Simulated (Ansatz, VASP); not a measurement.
# Mo in VASP and in Ansatz

File INCAR:

```
SYSTEM = Mo
  PREC = Accurate
  ENCUT = 520
  EDIFF = 1E-6
  ISMEAR = 0
  SIGMA = 0.15
  LREAL = .False.
  LASPH = .True.
  NELM = 80
  ALGO = Fast
  ISIF = 2
  LWAVE = .False.
  LCHARG = .True.
  LELF = .True.
  LVHAR = .True.
  NBANDS = 13
```

KPOINTS

```
Automatic mesh
0
Gamma
  20 20 20
  0 0 0
```

File POSCAR:

```
Mo
1.0
   -1.3223313170      1.7890364876      1.5556839023
    1.3223313170     -1.7890364876      1.5556839023
    1.3223313170      1.7890364876     -1.5556839023
Mo
1
Direct
    0.0000000000      0.0000000000      0.0000000000
```

Input for Ansatz:

```yaml
crystal:
  lattice:
    - [-1.322331317, 1.7890364876, 1.5556839023]
    - [1.322331317, -1.7890364876, 1.5556839023]
    - [1.322331317, 1.7890364876, -1.5556839023]
  atoms:
    - { symbol: Mo, position: [0.0, 0.0, 0.0] }
basis:
  ecutwfc: 420
kpoints:
  mp_grid: { grid: [20, 20, 20] }
hamiltonian:
  xc: lda
  pseudopotentials: { kind: paw, azcp: { folder: soft_1 } }
scf:
  occupations: { method: gaussian, width: 0.15 }
output:
  forces: true
  stress: true
  eigenvalues: true
  write_density: true
  write_potential: true
  elf: true
  volumetric_format: npy
```

Change from the starting cell: strain +e along x and -e along y -0.1500, strain +e along z and -e/2 along x and y +0.0000.

Alike in both runs: task single point; functional LDA; k mesh 20 × 20 × 20; occupations gaussian, width 0.15 eV; no spin polarisation.

|  | VASP | Ansatz |
| --- | --- | --- |
| version | VASP 6.6.1 | Ansatz 0.2.0 |
| potentials or method | VASP PAW LDA potentials, release 64 (Mo_sv), cutoff 520 eV | scalar-relativistic, plane waves, PAW |
| valence electrons in the cell | 14 | 14 |

VASP gave:

```
gap on the k mesh at the Fermi level (eV)                     : none
pressure (GPa)                                                : 14.2
traceless stress, the component that is largest in VASP (GPa) : 17.58
```

Task: What did Ansatz give for the same quantities?

Result: gap on the k mesh at the Fermi level (eV): none; pressure (GPa): 12.9; traceless stress, the component that is largest in VASP (GPa): 17.39.

Ansatz warns that its potentials were made for another functional, while VASP's fit it. LDA's correlation is that of Perdew and Zunger in VASP and of Perdew and Wang (1992) in Ansatz. A gap of «none» marks a metal or a gap that the smearing closes.
